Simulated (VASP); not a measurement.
# Nb (Fm-3m) in VASP: further runs, part 2 of 3

VASP 6.6.1. The steps go on from the part before.

### 3 Single point, PBE

This run uses another cell than the first one, of 18.76 Å³/atom, 1.020 times its volume.

The input, INCAR:

```
PREC = Accurate
ENCUT = 520
EDIFF = 1E-7
ISMEAR = -1
SIGMA = 0.06122561905347299
LREAL = F
LASPH = T
NELM = 80
ALGO = Normal
ISIF = 2
LWAVE = F
LCHARG = F
GGA = PE
NBANDS = 12
```

The input, KPOINTS:

```
Automatic mesh
0
Gamma
  22 22 22
```

The input, POSCAR:

```
Nb
1.0
    0.0000000000      2.1090943457      2.1090943457
    2.1090943457      0.0000000000      2.1090943457
    2.1090943457      2.1090943457      0.0000000000
Nb
1
Direct
    0.0000000000      0.0000000000      0.0000000000
```

Potentials or basis: VASP PAW PBE potentials, release 64 (Nb_sv).

Launch:

```sh
$ cat potpaw_PBE.64/Nb_sv/POTCAR > POTCAR
$ mpirun -np 1 vasp_std > vasp.out
```

OUTCAR:

```text
PREC = Accurate
   ENCUT = 520
   EDIFF = 1E-7
   ISMEAR = -1
   LREAL = F
   LASPH = T
   NELM = 80
   ISIF = 2
   GGA = PE

 ion  position               nearest neighbor table
   1  0.000  0.000  0.000-

  LATTYP: Found a face centered cubic cell.
 ALAT       =     4.2181886914

  Lattice vectors:

 A1 = (   0.0000000000,   2.1090943457,   2.1090943457)
 A2 = (   2.1090943457,   0.0000000000,   2.1090943457)
 A3 = (   2.1090943457,   2.1090943457,   0.0000000000)

Analysis of symmetry for initial positions (statically):
=====================================================================
 Subroutine PRICEL returns:
 Original cell was already a primitive cell.

 Routine SETGRP: Setting up the symmetry group for a
 face centered cubic supercell.

 Subroutine GETGRP returns: Found 48 space group operations
 (whereof 48 operations were pure point group operations)
 out of a pool of 48 trial point group operations.

The static configuration has the point symmetry O_h .

Analysis of symmetry for dynamics (positions and initial velocities):
=====================================================================
 Subroutine PRICEL returns:
 Original cell was already a primitive cell.

 Routine SETGRP: Setting up the symmetry group for a
 face centered cubic supercell.

 Subroutine GETGRP returns: Found 48 space group operations
 (whereof 48 operations were pure point group operations)
 out of a pool of 48 trial point group operations.

The dynamic configuration has the point symmetry O_h .

 Subroutine INISYM returns: Found 48 space group operations
 (whereof 48 operations are pure point group operations),
 and found     1 'primitive' translations

----------------------------------------------------------------------------------------

                                     Primitive cell

  volume of cell :      18.7637

  direct lattice vectors                    reciprocal lattice vectors
     0.000000000  2.109094346  2.109094346    -0.237068579  0.237068579  0.237068579
     2.109094346  0.000000000  2.109094346     0.237068579 -0.237068579  0.237068579
     2.109094346  2.109094346  0.000000000     0.237068579  0.237068579 -0.237068579

  length of vectors
     2.982709828  2.982709828  2.982709828     0.410614824  0.410614824  0.410614824

  position of ions in fractional coordinates (direct lattice)
     0.000000000  0.000000000  0.000000000

  ion indices of the primitive-cell ions
   primitive index   ion index
                 1           1

----------------------------------------------------------------------------------------

 KPOINTS: Automatic mesh

Automatic generation of k-mesh.
 Grid dimensions read from file:
 generate k-points for:   22   22   22

 Generating k-lattice:

  Cartesian coordinates                     Fractional coordinates (reciprocal lattice)
    -0.010775845  0.010775845  0.010775845     0.045454545  0.000000000  0.000000000
     0.010775845 -0.010775845  0.010775845     0.000000000  0.045454545  0.000000000
     0.010775845  0.010775845 -0.010775845     0.000000000  0.000000000  0.045454545

  Length of vectors
     0.018664310  0.018664310  0.018664310

  Shift w.r.t. Gamma in fractional coordinates (k-lattice)
     0.000000000  0.000000000  0.000000000

 Subroutine IBZKPT returns following result:
 ===========================================

 Found    328 irreducible k-points:

 Following reciprocal coordinates:
            Coordinates               Weight
  0.000000  0.000000  0.000000      1.000000
  0.045455  0.000000  0.000000      8.000000
  0.090909  0.000000  0.000000      8.000000
  0.136364  0.000000  0.000000      8.000000
  0.181818  0.000000  0.000000      8.000000
  0.227273  0.000000  0.000000      8.000000
[... 16 lines left out ...]
  0.500000  0.045455  0.000000     24.000000
 -0.454545  0.045455  0.000000     24.000000
 [... further k-points ...]
   k-points           NKPTS =    328   k-points in BZ     NKDIM =    328   number of bands    NBANDS=     12
   number of dos      NEDOS =    301   number of ions     NIONS =      1
   total plane-waves  NPLWV =  13824
   dimension x,y,z NGX =    24 NGY =   24 NGZ =   24
   dimension x,y,z NGXF=    48 NGYF=   48 NGZF=   48
   ions per type =               1
   NGX,Y,Z   is equivalent  to a cutoff of  13.38, 13.38, 13.38 a.u.
   NGXF,Y,Z  is equivalent  to a cutoff of  26.75, 26.75, 26.75 a.u.
 SYSTEM =  unknown system
   PREC   = accura    normal or accurate (medium, high low for compatibility)
   ISTART =      0    job   : 0-new  1-cont  2-samecut
   ICHARG =      2    charge: 1-file 2-atom 10-const
   ISPIN  =      1    spin polarized calculation?
   LNONCOLLINEAR =      F non collinear calculations
   LSORBIT =      F    spin-orbit coupling
   LASPH  =      T    aspherical Exc in radial PAW
   ENCUT  =  520.0 eV  38.22 Ry    6.18 a.u.   5.55  5.55  5.55*2*pi/ulx,y,z
   NELM   =     80;   NELMIN=  2; NELMDL= -5     # of ELM steps
   EDIFF  = 0.1E-06   stopping-criterion for ELM
   LREAL  =      F    real-space projection
   EDIFFG = 0.1E-05   stopping-criterion for IOM
   NSW    =      0    number of steps for IOM
   IBRION =     -1    ionic relax: 0-MD 1-quasi-New 2-CG
   NFREE  =      0    steps in history (QN), initial steepest desc. (CG)
   ISIF   =      2    stress and relaxation
   ISYM   =      2    0-nonsym 1-usesym 2-fastsym
   POTIM  = 0.5000    time-step for ionic-motion
   TEBEG  =    0.0;   TEEND  =   0.0 temperature during run
   PSTRESS=    0.0 pullay stress
   NELECT =      13.0000    total number of electrons
   NUPDOWN=      -1.0000    fix difference up-down
   EMIN   =  10.00;   EMAX   =-10.00  energy-range for DOS
   EFERMI =   0.00;   METHOD = LEGACY
   ISMEAR =    -1;   SIGMA  =   0.06  broadening in eV -4-tet -1-fermi 0-gaus
   EFERMI_NEDOS =   21; number of points for ismear=-14 and -15
   IALGO  =     38    algorithm
   IMIX   =      4    mixing-type and parameters
     AMIX     =   0.40;   BMIX     =  1.00
     AMIX_MAG =   1.60;   BMIX_MAG =  1.00
  volume/ion in A,a.u.               =      18.76       126.62
  Fermi-wavevector in a.u.,A,eV,Ry     =   1.448605  2.737466 28.551228  2.098456
  Thomas-Fermi vector in A             =   2.566427
   LORBIT       =      0    0 simple, 1 ext, 2 COOP (PROOUT), +10 PAW based schemes
   GGA     = PE    functional components
   LHFCALC =     F    Hartree Fock is set to
   AEXX    =    0.0000 exact exchange contribution
   IVDW    =     0    specifies the selected vdW correction
   LEPSILON=     F    determine dielectric tensor
   LRPA    =     F    only Hartree local field effects (RPA)
 non-spin polarized calculation
  energy-cutoff  :      520.00
  volume of cell :       18.76
 maximum number of plane-waves:       531
 NGX is ok and might be reduce to    24
   NGX = 11   NGY = 11   NGZ = 11

 number of electron      13.0000001 magnetization

 Free energy of the ion-electron system (eV)
  ---------------------------------------------------
  ext. energy  EPLUGINS =         0.00000000
  ---------------------------------------------------
  free energy    TOTEN  =        -9.90279640 eV

  energy without entropy =       -9.88399628  energy(sigma->0) =       -9.89339634

 E-fermi :  10.9715     XC(G=0): -12.2933

 val. band max:       10.9658270343   @ k =   0.0455   0.0455   0.0000
 cond. band min:      10.9719916858   @ k =   0.4545   0.3182   0.0909
 fundamental gap:      0.0061646515
 Fermi energy:        10.9714691991

 k-point     1 :       0.0000    0.0000    0.0000
  band No.  band energies     occupation
      1     -43.8259      2.00000
      2     -19.2129      2.00000
      3     -19.2129      2.00000
      4     -19.2129      2.00000
      5       4.7420      2.00000
      6      11.0720      0.32418
      7      11.0720      0.32418
      8      11.0720      0.32417
      9      13.6662      0.00000
     10      13.6662      0.00000
     11      22.7886      0.00000
     12      27.5674      0.00000

 k-point     2 :       0.0455    0.0000    0.0000
  band No.  band energies     occupation
      1     -43.8221      2.00000
      2     -19.2386      2.00000
      3     -19.2161      2.00000
      4     -19.2161      2.00000
      5       4.8197      2.00000
      6      11.0103      0.69287
      7      11.1083      0.19336
      8      11.1083      0.19335
      9      13.6332      0.00000
     10      13.6332      0.00000
     11      22.9463      0.00000
     12      27.2077      0.00000
[... 316 lines left out ...]
 k-point    24 :      -0.4545    0.0455    0.0000
  band No.  band energies     occupation
      1     -43.6326      2.00000
      2     -20.3832      2.00000
      3     -19.3860      2.00000
      4     -19.3671      2.00000
      5       7.2041      2.00000
      6      10.8010      1.88370
      7      10.9529      1.15084
      8      12.1436      0.00000
      9      15.4854      0.00000
     10      15.8254      0.00000
     11      21.4061      0.00000
     12      22.7981      0.00000

 [... further k-points ...]
[... 5 lines left out ...]
  --------------------------------------------------------------------------------------
  -------------------------------------------------------------------------------------
  Total       -0.0301978     -0.0301978     -0.0301978      0.0000000     -0.0000000      0.0000000
  in kB       -2.5785062     -2.5785062     -2.5785062      0.0000000     -0.0000000      0.0000000
  external PRESSURE =      -2.5785062 kB  Pullay stress =       0.0000000 kB

 VOLUME and BASIS-vectors are now :
 -----------------------------------------------------------------------------
  energy-cutoff  :      520.00
  volume of cell :       18.76
      direct lattice vectors                 reciprocal lattice vectors
     0.000000000  2.109094346  2.109094346    -0.237068579  0.237068579  0.237068579
     2.109094346  0.000000000  2.109094346     0.237068579 -0.237068579  0.237068579
     2.109094346  2.109094346  0.000000000     0.237068579  0.237068579 -0.237068579

 POSITION                                       TOTAL-FORCE (eV/Angst)
 -----------------------------------------------------------------------------------
      0.00000      0.00000      0.00000        -0.000000     -0.000000      0.000000
 -----------------------------------------------------------------------------------
    total drift:                                0.000000     -0.000000     -0.000000

  FREE ENERGIE OF THE ION-ELECTRON SYSTEM (eV)
  ---------------------------------------------------
  free  energy   TOTEN  =        -9.9027963978 eV

  energy  without entropy=       -9.8839962774  energy(sigma->0) =       -9.89339634
```

OSZICAR:

```text
N       E                     dE             d eps       ncg     rms          rms(c)
DAV:   1     0.116061246438E+03    0.11606E+03   -0.72316E+03  7904   0.107E+03
DAV:   2    -0.549798570578E+01   -0.12156E+03   -0.11727E+03  8556   0.387E+02
DAV:   3    -0.100763878904E+02   -0.45784E+01   -0.43824E+01 11512   0.651E+01
DAV:   4    -0.103581888771E+02   -0.28180E+00   -0.27951E+00 11104   0.144E+01
DAV:   5    -0.103683257096E+02   -0.10137E-01   -0.10129E-01 11588   0.227E+00    0.663E+00
DAV:   6    -0.994874251129E+01    0.41958E+00   -0.66057E-01 12456   0.101E+01    0.235E+00
DAV:   7    -0.989810815525E+01    0.50634E-01   -0.20211E-01 12956   0.556E+00    0.101E+00
DAV:   8    -0.990273683856E+01   -0.46287E-02   -0.12997E-02  9392   0.150E+00    0.429E-02
DAV:   9    -0.990278263407E+01   -0.45796E-04   -0.91510E-04 13344   0.317E-01    0.397E-02
DAV:  10    -0.990280083781E+01   -0.18204E-04   -0.16226E-05  9420   0.568E-02    0.149E-02
DAV:  11    -0.990279647218E+01    0.43656E-05   -0.77592E-06 10096   0.476E-02    0.250E-03
DAV:  12    -0.990279639776E+01    0.74422E-07   -0.55123E-07 11452   0.627E-03
   1 F= -.99027964E+01 E0= -.98933963E+01  d E =-.188001E-01
```

stdout:

```text
POSCAR found type information on POSCAR Nb
 POSCAR found :  1 types and       1 ions
 scaLAPACK will be used
 LDA part: xc-table for (Slater+PW92), standard interpolation
 POSCAR, INCAR and KPOINTS ok, starting setup
 FFT: planning ... GRIDC
 FFT: planning ... GRID_SOFT
 FFT: planning ... GRID
 WAVECAR not read
 entering main loop
```

Run time: 76 s. Hardware: 1 thread of AMD EPYC 7R13 (Zen 3), shared host; peak memory 0.16 GiB.

What came out:

| Quantity | Value |
| --- | --- |
| Free energy | -9.9028 eV |
| Pressure | -0.3 GPa |

Levels at points of the mesh, in eV from the Fermi level:
```
           k point  band 3  band 4  band 5  band 6  band 7  band 8  band 9  band 10
(0.00, 0.00, 0.00)  -30.18  -30.18   -6.23    0.10    0.10    0.10    2.69     2.69
(0.50, 0.00, 0.00)  -30.34  -30.34   -3.84   -0.08   -0.08    1.36    4.65     4.65
(0.50, 0.50, 0.00)  -30.61  -30.61   -4.05   -3.32    3.58    4.64    5.21     5.21
```

### 4 Single point, PBE

This run uses another cell than the first one, of 18.76 Å³/atom, 1.020 times its volume.

The input, INCAR:

```
SYSTEM = Nb
  ALGO = Normal
  EDIFF = 1E-6
  ENCUT = 520
  GGA = PE
  ISIF = 2
  ISMEAR = -1
  LASPH = .TRUE.
  LCHARG = .FALSE.
  LREAL = .FALSE.
  LWAVE = .FALSE.
  NBANDS = 12
  NELM = 100
  PREC = Accurate
  SIGMA = 0.06122561905347299
```

The input, KPOINTS:

```
k-points
0
G
  22 22 22
  0 0 0
```

POSCAR is that of step 3.

Launch:

```sh
$ cat potpaw_PBE.64/Nb_sv/POTCAR > POTCAR
$ mpirun -np 1 vasp_std > vasp.out
```

It took 67 s on 1 thread of AMD EPYC 7R13 (Zen 3), shared host; peak memory 0.16 GiB.

It converged, with:

- Free energy: -9.9028 eV
- Pressure: -0.3 GPa

Levels at points of the mesh, in eV from the Fermi level:
```tsv
k point	band 4	band 5	band 6	band 7	band 8	band 9
(0.00, 0.00, 0.00)	-30.18	-6.23	0.10	0.10	0.10	2.69
(0.50, 0.00, 0.00)	-30.34	-3.84	-0.08	-0.08	1.36	4.65
(0.50, 0.50, 0.00)	-30.61	-4.05	-3.32	3.58	4.64	5.21
```

(Continued in part 3 of 3.)
